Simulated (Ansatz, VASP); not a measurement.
# As in VASP and in Ansatz

```
CELL_PARAMETERS angstrom
1.88080 1.08588 3.51406
-1.88080 1.08588 3.51406
0.00000 -2.17176 3.51406
ATOMIC_POSITIONS crystal
As 0.22600 0.22600 0.22600
As 0.77400 0.77400 0.77400
```

Alike in both runs: task single point; functional PBEsol; k mesh 7 × 7 × 7; occupations fermi-dirac, width 0.05 eV; no spin polarisation.

```csv
,VASP,Ansatz
version,VASP 6.6.1,Ansatz 0.2.0
potentials or method,"VASP PAW PBE potentials, release 64 (As_d)",Ansatz PAW
plane-wave cutoff (eV),510,420
valence electrons in the cell,30,30
```

VASP gave:

- gap on the k mesh at the Fermi level (eV): none
- pressure (GPa): 0.4
- traceless stress, the component that is largest in VASP (GPa): -0.62
- rms of the force components (eV/Å): 0.197

Task: Which values does Ansatz return?

Result: gap on the k mesh at the Fermi level (eV): none; pressure (GPa): 0.2; traceless stress, the component that is largest in VASP (GPa): -0.60; rms of the force components (eV/Å): 0.192.

VASP's potentials were made for PBE, not for PBEsol. Atom by atom the forces differ by 0.005 eV/Å (rms over components). A gap of «none» marks a metal or a gap that the smearing closes.
